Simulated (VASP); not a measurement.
Wanted: the native input for a VASP 6.6.1 run.

```yaml
Task: single point
Functional: b88 exchange, pbe correlation
Potentials_or_basis: VASP PAW PBE potentials, release 64 (Sn_d, O)
Cutoff: 600 eV
k_mesh: 7 × 7 × 6
Occupations: fermi-dirac, width 0.05 eV
Spin: no spin polarisation
Dipole_correction: no
Further_INCAR_settings: ALGO = Normal; EDIFF = 1e-06; NBANDS = 28
```

The structure of SnO lies in POSCAR:

```
SnO
1.0
    3.7358428604      0.0000000000      0.0000000000
    0.0000000000      3.7358428604      0.0000000000
    0.0000000000      0.0000000000      4.7871523832
Sn O
2 2
Direct
    0.5000000000      0.0000000000      0.7646261400
    0.0000000000      0.5000000000      0.2353738600
    0.0000000000      0.0000000000      0.0000000000
    0.5000000000      0.5000000000      0.0000000000
```

The input as run:

INCAR

```
PREC = Accurate
ENCUT = 600
EDIFF = 1E-6
ISMEAR = -1
SIGMA = 0.05
LREAL = F
LASPH = T
NELM = 120
ALGO = Normal
ISIF = 2
LWAVE = F
LCHARG = F
GGA = LIBXC
LIBXC1 = GGA_X_B88
LIBXC2 = GGA_C_PBE
NBANDS = 28
GGA_COMPAT = F
```

KPOINTS

```
Automatic mesh
0
Gamma
  7 7 6
```

Potentials or basis: VASP PAW PBE potentials, release 64 (Sn_d, O).

Run with:

```console
$ cat potpaw_PBE.64/Sn_d/POTCAR potpaw_PBE.64/O/POTCAR > POTCAR
$ mpirun -np 1 vasp_std > vasp.out
```

It gave:

* Pressure: 10.5 GPa
* Largest force: 1.381 eV/Å
* Band gap on the k mesh: 0.17 eV (least direct gap 2.04 eV)

Caveat: the cell stands under pressure; the PAW data sets were made with another functional, which shifts forces and pressure a little; spin-orbit coupling is left out, which moves the levels of the heavy elements; an odd mesh through Γ misses points on the zone boundary, where band edges can lie.

It took 41 s on 1 thread of AMD EPYC 9R45 96-Core Processor (Zen 5) (shared host), peak memory 0.2 GiB.
